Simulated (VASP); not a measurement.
ZrFe5Co14:

```
Co Fe Zr
1.0
     6.04499   -0.05876   -0.22165
    -0.05876    6.48541   -0.02456
    -0.22165   -0.02456    6.07087
Co Fe Zr
14 5 1
Direct
  0.75610 0.10261 0.15290
  0.89448 0.57457 0.74514
  0.85428 0.89646 0.49130
  0.41913 0.31504 0.27993
  0.77418 0.44265 0.40053
  0.60555 0.47873 0.98632
  0.22423 0.88298 0.61750
  0.56132 0.82865 0.19771
  0.60881 0.83534 0.82916
  0.85843 0.68448 0.11189
  0.68737 0.23621 0.70916
  0.97402 0.01470 0.84422
  0.51632 0.03467 0.49191
  0.44909 0.52851 0.61213
  0.16228 0.95936 0.19368
  0.30962 0.15425 0.89682
  0.24068 0.64439 0.88486
  0.97712 0.31200 0.04725
  0.19327 0.58020 0.30840
  0.09155 0.23522 0.49175
```

Base run:

* Program: VASP 6.6.1
* Functional: PBE
* Potentials or basis: VASP PAW PBE potentials, release 64 (Co, Fe, Zr_sv)
* Cutoff: 400 eV
* k mesh: 1 × 1 × 1, shifted
* Occupations: fermi-dirac, width 0.2249 eV
* Spin: no spin polarisation

Its results: pressure -0.9 GPa; largest force 3.951 eV/Å.

**Question.** The run is repeated on the same cell with these changes: cutoff from 400 eV to 520 eV; further incar settings from LREAL = Auto; ALGO = Normal; EDIFF = 1e-06; NBANDS = 105; ISYM = -1 to LREAL = Auto; ALGO = Normal; EDIFF = 1e-07; NBANDS = 105; ISYM = 0. What comes out?

**Answer.** Pressure -0.4 GPa; largest force 3.949 eV/Å.

Caveats: some runs use coarse meshes; the atoms stand as in a frame of molecular dynamics; the run has no spin polarisation, though such a crystal can be magnetic.
